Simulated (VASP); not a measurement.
Input of a VASP 6.6.1 run:

File INCAR:

```
SYSTEM = Pt
  ALGO = Fast
  EDIFF = 1E-6
  ENCUT = 520
  ISIF = 2
  ISMEAR = 0
  LASPH = .TRUE.
  LCHARG = .FALSE.
  LREAL = .FALSE.
  LWAVE = .FALSE.
  NBANDS = 28
  NELM = 60
  PREC = Accurate
  SIGMA = 0.15
```

File KPOINTS:

```
k-points
0
G
  18 18 6
  0 0 0
```

The input POSCAR:

```
Pt
1.0
    2.7082945870      0.0000000000      0.0000000000
   -1.3541472935      2.3454519133      0.0000000000
    0.0000000000      0.0000000000      9.3530207388
Pt
4
Direct
    0.6323236128      0.3222480496      0.3750000000
    0.6323236128      0.3222480496      0.8750000000
    0.3676763872      0.6777519504      0.1250000000
    0.3676763872      0.6777519504      0.6250000000
```

Potentials or basis: VASP PAW LDA potentials, release 64 (Pt).

The run is started by

```console
$ cat potpaw_LDA.64/Pt/POTCAR > POTCAR
$ mpirun -np 1 vasp_std > vasp.out
```

(1) What does it give for the pressure?

(2) Predict the largest force.

Results:

(1) 1.1 GPa.

(2) 0.092 eV/Å.

Caveat: the cell differs from its parent crystal (atoms displaced along a vibrational mode).
